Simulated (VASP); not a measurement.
MnZn:

```
CELL_PARAMETERS angstrom
3.07000 0.00000 0.00000
0.00000 3.07000 0.00000
0.00000 0.00000 3.07000
ATOMIC_POSITIONS crystal
Mn 0.00000 0.00000 0.00000
Zn 0.50000 0.50000 0.50000
```

Base run:

* Program: VASP 6.6.1
* Functional: LDA
* Potentials or basis: VASP PAW LDA potentials, release 64 (Mn_pv, Zn)
* Cutoff: 520 eV
* k mesh: 6 × 6 × 6
* Occupations: methfessel-paxton, width 0.1 eV
* Spin: collinear spin, ferromagnetic start
* Starting moments: [2.8, 0.0] μB

Its results: pressure -16.9 GPa; net moment 3.06 μB per cell; site moments Mn +3.04; Zn -0.06 μB.

The run is repeated on the same cell with these changes: k mesh from 6 × 6 × 6 to 7 × 7 × 7. What comes out?

Pressure -17.7 GPa; net moment 2.97 μB per cell; site moments Mn +2.96; Zn -0.06 μB.
